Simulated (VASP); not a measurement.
Set up this calculation in VASP 6.6.1, as the native input.

| Quantity | Value |
| --- | --- |
| Task | single point |
| Functional | PBE |
| Potentials or basis | VASP PAW PBE potentials, release 64 (Ni_sv_GW) |
| Cutoff | 690 eV |
| k mesh | 12 × 12 × 7 |
| Occupations | gaussian, width 0.022 eV |
| Spin | collinear spin, ferromagnetic start |
| Starting moments | [1.0, 1.0] μB |
| Dipole correction | no |
| Further INCAR settings | ALGO = Normal; EDIFF = 1e-06; NBANDS = 29 |

The structure of Ni lies in POSCAR:

```
Ni
1.0
    2.4480228978      0.0000000000      0.0000000000
   -1.2240114489      2.1200500186      0.0000000000
    0.0000000000      0.0000000000      4.0728075700
Ni
2
Direct
    0.6666666667      0.3333333333      0.7500000000
    0.3333333333      0.6666666667      0.2500000000
```

This isn't the form of Ni at room conditions, which is fcc.

The input as run:

INCAR

```
PREC = Accurate
ENCUT = 690
EDIFF = 1E-6
ISMEAR = 0
SIGMA = 0.022
LREAL = F
LASPH = T
NELM = 200
ALGO = Normal
ISIF = 2
LWAVE = F
LCHARG = F
ISPIN = 2
MAGMOM = 1 1
LORBIT = 11
LMAXMIX = 4
GGA = PE
NBANDS = 29
GGA_COMPAT = F
```

KPOINTS

```
Automatic mesh
0
Gamma
  12 12 7
```

Potentials or basis: VASP PAW PBE potentials, release 64 (Ni_sv_GW).

The run is started by

```bash
$ cat potpaw_PBE.64/Ni_sv_GW/POTCAR > POTCAR
$ mpirun -np 1 vasp_std > vasp.out
```

Results of the run:

```yaml
Pressure: 6.1 GPa
Net_moment: 1.34 μB per cell
Site_moments: Ni +0.71 μB
Valence_electrons_inside_the_program's_atomic_spheres: Ni 16.37
```

Caveat: the cell stands under pressure.

It took 87 s on 1 thread of Intel(R) Xeon(R) Platinum 8488C (Sapphire Rapids), with other jobs on the host, peak memory 0.25 GiB.
